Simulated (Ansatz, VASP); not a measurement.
GaP in VASP and in Ansatz

```
Ga P
1.0
     0.00000    2.77067    2.77067
     2.77067    0.00000    2.77067
     2.77067    2.77067    0.00000
Ga P
1 1
Cartesian
  0.0000 0.0000 0.0000
  1.3853 1.3853 1.3853
```

Alike in both runs: functional revPBE; k mesh 7 × 7 × 7; no spin polarisation.

Ansatz relaxed the structure, and its values are those at the end. VASP's run is a single point on that final structure, the one shown.

|  | VASP | Ansatz |
| --- | --- | --- |
| version | VASP 6.6.1 | Ansatz 0.2.0 |
| potentials or method | VASP PAW PBE potentials, release 64 (Ga_d, P) | plane waves, PAW |
| plane-wave cutoff (eV) | 520 | 420 |
| occupations | gaussian, width 0.01 eV | fixed |
| valence electrons in the cell | 18 | 18 |

```csv
,VASP,Ansatz,Ansatz less VASP
gap on the k mesh at the Fermi level (eV),1.52,1.52,+0.001
pressure (GPa),-0.1,0.0,+0.06
```

VASP's potentials were made for PBE, not for revPBE. Ansatz's warnings: force scf threshold loose, stress scf threshold loose.
